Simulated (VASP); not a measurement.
Set up this calculation in VASP 6.6.1, as the native input.

```yaml
Task: electric field gradients
Functional: PBEsol
Potentials_or_basis: VASP PAW PBE potentials, release 64 (Na_pv, H)
Cutoff: 520 eV
k_mesh: 9 × 9 × 9
Occupations: fermi-dirac, width 0.03 eV
Spin: no spin polarisation
Dipole_correction: no
Further_INCAR_settings: ALGO = Normal; EDIFF = 1e-08; NBANDS = 11
```

The structure of NaH lies in POSCAR:

```
NaH
1.0
    0.0000000000      2.4236236676      2.4236236676
    2.4236236676      0.0000000000      2.4236236676
    2.4236236676      2.4236236676      0.0000000000
Na H
1 1
Direct
    0.0000000000      0.0000000000      0.0000000000
    0.5000000000      0.5000000000      0.5000000000
```

These files were run (other wordings do the same):

INCAR

```
  PREC = Accurate
  ENCUT = 520
  EDIFF = 1E-8
  ISMEAR = -1
  SIGMA = 0.03
  LREAL = F
  LASPH = T
  NELM = 100
  ALGO = Normal
  ISIF = 2
  LWAVE = F
  LCHARG = F
  GGA = PS
  LEFG = T
  NBANDS = 11
```

KPOINTS

```
regular mesh
0
Gamma
  9 9 9
```

Potentials or basis: VASP PAW PBE potentials, release 64 (Na_pv, H).

Command:

```sh
$ cat potpaw_PBE.64/Na_pv/POTCAR potpaw_PBE.64/H/POTCAR > POTCAR
$ mpirun -np 1 vasp_std > vasp.out
```

Results of the run:

```
Pressure                                : -0.8 GPa
Band gap on the k mesh                  : 3.86 eV (least direct gap 4.59 eV)
Largest electric field gradient by atom : zero within the noise of the run
```

Caveat: the PAW data sets were made with another functional, which shifts forces and pressure a little; an odd mesh through Γ misses points on the zone boundary, where band edges can lie.

It took 21 s on 1 thread of Intel Xeon 8259CL (shared host), peak memory 0.15 GiB.
